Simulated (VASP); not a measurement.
A run of VASP 6.6.1:

File POSCAR:

```
LiBr
1.0
    0.0000000000      2.7395650384      2.7395650384
    2.7395650384      0.0000000000      2.7395650384
    2.7395650384      2.7395650384      0.0000000000
Li Br
1 1
Direct
    0.0000000000      0.0000000000      0.0000000000
    0.5000000000      0.5000000000      0.5000000000
```

The input INCAR.step1:

```
SYSTEM = LiBr
ALGO = Normal
EDIFF = 1E-5
ENCUT = 830
GGA = PE
GGA_COMPAT = .FALSE.
ISMEAR = 0
LASPH = .TRUE.
LCHARG = .FALSE.
LREAL = .FALSE.
LWAVE = .TRUE.
NBANDS = 12
NELM = 120
PREC = Accurate
SIGMA = 0.01
```

File INCAR.step2:

```
SYSTEM = LiBr
ALGO = Normal
EDIFF = 1E-6
ENCUT = 830
GGA_COMPAT = .FALSE.
ISIF = 2
ISMEAR = 0
ISTART = 1
LASPH = .TRUE.
LCHARG = .FALSE.
LMIXTAU = .TRUE.
LREAL = .FALSE.
LWAVE = .FALSE.
METAGGA = R2SCAN
NBANDS = 12
NELM = 120
PREC = Accurate
SIGMA = 0.01
```

Contents of KPOINTS:

```
k-points
0
G
  4 4 4
  0 0 0
```

Potentials or basis: VASP PAW PBE potentials, release 64 (Li_sv, Br).

Launch:

```sh
$ cat potpaw_PBE.64/Li_sv/POTCAR potpaw_PBE.64/Br/POTCAR > POTCAR
$ cp INCAR.step1 INCAR
$ mpirun -np 1 vasp_std > vasp.out
$ cp INCAR.step2 INCAR
$ mpirun -np 1 vasp_std > vasp.out
```

Hardware: 1 thread of Intel Xeon 8259CL, on a shared host.

**Question.** Estimate the wall time of this run.

**Answer.** It took 49 s on 1 thread of Intel Xeon 8259CL, on a shared host, peak memory 0.22 GiB. Counts: k points 8.
